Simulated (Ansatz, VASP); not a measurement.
Given: the input of a run of Ansatz 0.2.0 on InSb3.

File input.yaml:

```yaml
crystal:
  lattice:
    - [0.0, 3.8689769334, 3.8689769334]
    - [3.8689769334, 0.0, 3.8689769334]
    - [3.8689769334, 3.8689769334, 0.0]
  atoms:
    - { symbol: Sb, position: [0.5, 0.5, 0.5] }
    - { symbol: Sb, position: [0.75, 0.75, 0.75] }
    - { symbol: Sb, position: [0.25, 0.25, 0.25] }
    - { symbol: In, position: [0.0, 0.0, 0.0] }
hamiltonian:
  xc: pbe
  pseudopotentials: { kind: paw }
kpoints:
  mp_grid: { grid: [6, 6, 6] }
scf:
  occupations: { method: fermi_dirac, width: 0.05 }
output:
  forces: true
  stress: true
  eigenvalues: true
```

Potentials or basis: Ansatz PAW.

Command:

```console
$ ansatz run input.yaml --threads 2 --pin off --max-ram 5120MiB --backend cpu --events-out ev --progress --plain --runs-dir out
```

Problem. Set up the same calculation for VASP 6.6.1. Potentials there: VASP PAW PBE potentials, release 64 (Sb, In_d).

Solution. As run (the cutoff follows the program's own potentials):

Contents of INCAR:

```
ALGO = Normal
EDIFF = 1E-7
ENCUT = 520
GGA = PE
ISIF = 2
ISMEAR = -1
LASPH = True
LCHARG = False
LREAL = False
LWAVE = False
NBANDS = 22
NELM = 60
PREC = Accurate
SIGMA = 0.05
```

The input KPOINTS:

```
k-points
0
Gamma
  6 6 6
```

Contents of POSCAR:

```
InSb3
1.0
    0.0000000000      3.8689769334      3.8689769334
    3.8689769334      0.0000000000      3.8689769334
    3.8689769334      3.8689769334      0.0000000000
Sb In
3 1
Direct
    0.5000000000      0.5000000000      0.5000000000
    0.7500000000      0.7500000000      0.7500000000
    0.2500000000      0.2500000000      0.2500000000
    0.0000000000      0.0000000000      0.0000000000
```

Potentials or basis: VASP PAW PBE potentials, release 64 (Sb, In_d).

The run is started by

```console
$ cat potpaw_PBE.64/Sb/POTCAR potpaw_PBE.64/In_d/POTCAR > POTCAR
$ mpirun -np 1 vasp_std > vasp.out
```

Both were run:

|  | VASP | Ansatz | Ansatz less VASP |
| --- | --- | --- | --- |
| gap on the k mesh at the Fermi level (eV) | none | none | - |
| pressure (GPa) | -2.8 | -2.7 | +0.09 |

A gap of «none» marks a metal or a gap that the smearing closes. VASP's potentials hold 28 valence electrons a cell and Ansatz's 58, so a difference there can come from the potentials and not from the codes.

Spin-orbit coupling is off throughout.
